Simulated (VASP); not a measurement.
**MgS: single point with r2SCAN**

Crystal: MgS.

```
Mg S
1.0
    -0.06907    2.60152    2.60152
     2.60152   -0.06907    2.60152
     2.53245    2.53245    0.00000
Mg S
1 1
Direct
  0.00000 0.00000 0.00000
  0.50000 0.50000 0.50000
```

This cell differs from its parent crystal: shear xy strain -5.3%.

```
Program             : VASP 6.6.1
Task                : single point
Functional          : r2SCAN
Potentials or basis : VASP PAW PBE potentials, release 64 (Mg, S)
Cutoff              : 520 eV
k mesh              : 8 × 8 × 8
Occupations         : gaussian, width 0.01 eV
Spin                : no spin polarisation
```

- Pressure: -0.4 GPa
- Band gap on the k mesh: 3.05 eV, indirect (least direct gap 4.30 eV)

Stress tensor (GPa, compression positive):
```
-0.32  3.23  0.00
 3.23 -0.32  0.00
 0.00  0.00 -0.58
```

Levels at points of the mesh, in eV from the valence-band top:
```tsv
k point	band 2	band 3	band 4	band 5	band 6	band 7
(0.00, 0.00, 0.00)	-0.50	-0.27	0.00	4.30	7.83	8.33
(0.50, 0.00, 0.00)	-5.23	-0.87	-0.63	5.13	7.31	7.65
(0.50, 0.50, 0.00)	-4.54	-2.33	-1.63	3.05	4.80	12.88
(0.00, 0.00, 0.50)	-5.06	-1.10	-0.91	4.74	6.88	7.22
(0.50, 0.00, 0.50)	-4.54	-1.99	-1.99	3.18	4.66	12.63
```

It took 2.2 min on 1 thread of Intel(R) Xeon(R) Platinum 8375C CPU @ 2.90GHz (Ice Lake), with other jobs on the host, peak memory 0.19 GiB.

Caveat: the cell differs from its parent crystal (shear xy strain -5.3%); the PAW data sets were made with another functional, which shifts forces and pressure a little. A k mesh can miss the band edges.
